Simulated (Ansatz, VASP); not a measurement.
Si2C: VASP beside Ansatz

```
Si C
1.0
     3.42515    0.00000    0.00000
     0.00000    3.42515    0.00000
     0.00000    0.00000    3.04534
Si C
2 1
Direct
  0.50000 0.00000 0.50000
  0.00000 0.50000 0.50000
  0.00000 0.00000 0.00000
```

Alike in both runs: functional PBE; k mesh 6 × 6 × 4; occupations gaussian, width 0.1 eV; no spin polarisation.

Ansatz relaxed the structure, and its values are those at the end. VASP's run is a single point on that final structure, the one shown.

```csv
,VASP,Ansatz
version,VASP 6.6.1,Ansatz 0.2.0
potentials or method,"VASP PAW PBE potentials, release 64 (Si, C), cutoff 520 eV","scalar-relativistic, plane waves, PAW"
valence electrons in the cell,12,12
```

```tsv
	VASP	Ansatz	Ansatz less VASP
gap on the k mesh at the Fermi level (eV)	none	none	-
pressure (GPa)	0.1	0.1	+0.03
```

A gap of «none» marks a metal or a gap that the smearing closes. With one functional, cell and mesh, what is left measures potentials, basis and numerics.

The k mesh is coarse, so the values compare programs but aren't converged.
